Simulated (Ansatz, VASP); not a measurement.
**Ir in VASP and in Ansatz**

INCAR

```
PREC = Accurate
ENCUT = 520
EDIFF = 1E-6
ISMEAR = -1
SIGMA = 0.1
LREAL = False
LASPH = True
NELM = 80
ALGO = Normal
ISIF = 2
LWAVE = False
LCHARG = True
GGA = PS
LELF = True
LVHAR = True
NBANDS = 16
```

KPOINTS

```
Automatic mesh
0
Gamma
  11 11 11
```

Contents of POSCAR:

```
Ir
1.0
    0.0000000000      2.8257429880      2.8257429880
    2.8257429880      0.0000000000      2.8257429880
    2.8257429880      2.8257429880      0.0000000000
Ir
2
Direct
    0.1250000000      0.1250000000      0.1250000000
    0.8750000000      0.8750000000      0.8750000000
```

Input for Ansatz:

```yaml
crystal:
  lattice:
    - [0.0, 2.825742988, 2.825742988]
    - [2.825742988, 0.0, 2.825742988]
    - [2.825742988, 2.825742988, 0.0]
  atoms:
    - { symbol: Ir, position: [0.125, 0.125, 0.125] }
    - { symbol: Ir, position: [0.875, 0.875, 0.875] }
hamiltonian:
  xc: pbesol
  pseudopotentials:
    kind: paw
    azcp:
      Ir: "pseudopotentials/Ir.paw.azcp"
basis:
  ecutwfc: 420
  fft_grid_basis: typed
kpoints:
  mp_grid: { grid: [11, 11, 11], shift: [0, 0, 0] }
magnetization:
  spin_polarized: false
scf:
  occupations: { method: fermi_dirac, width: 0.1 }
  lower_state_search: "off"
output:
  stress: true
```

Alike in both runs: task single point; functional PBEsol; k mesh 11 × 11 × 11; occupations fermi-dirac, width 0.1 eV; no spin polarisation.

```csv
,VASP,Ansatz
version,VASP 6.6.1,Ansatz 0.2.0
potentials or method,"VASP PAW PBE potentials, release 64 (Ir), cutoff 520 eV","plane waves (420 eV) with PAW, scalar-relativistic"
valence electrons in the cell,18,34
```

```csv
,VASP,Ansatz,Ansatz less VASP
pressure (GPa),-13.2,-13.1,+0.06
```

VASP's potentials were made for PBE, not for PBEsol, and Ansatz warns of the same on its side. VASP's potentials hold 18 valence electrons a cell and Ansatz's 34, so a difference there can come from the potentials and not from the codes.

Neither program's run includes spin-orbit coupling.
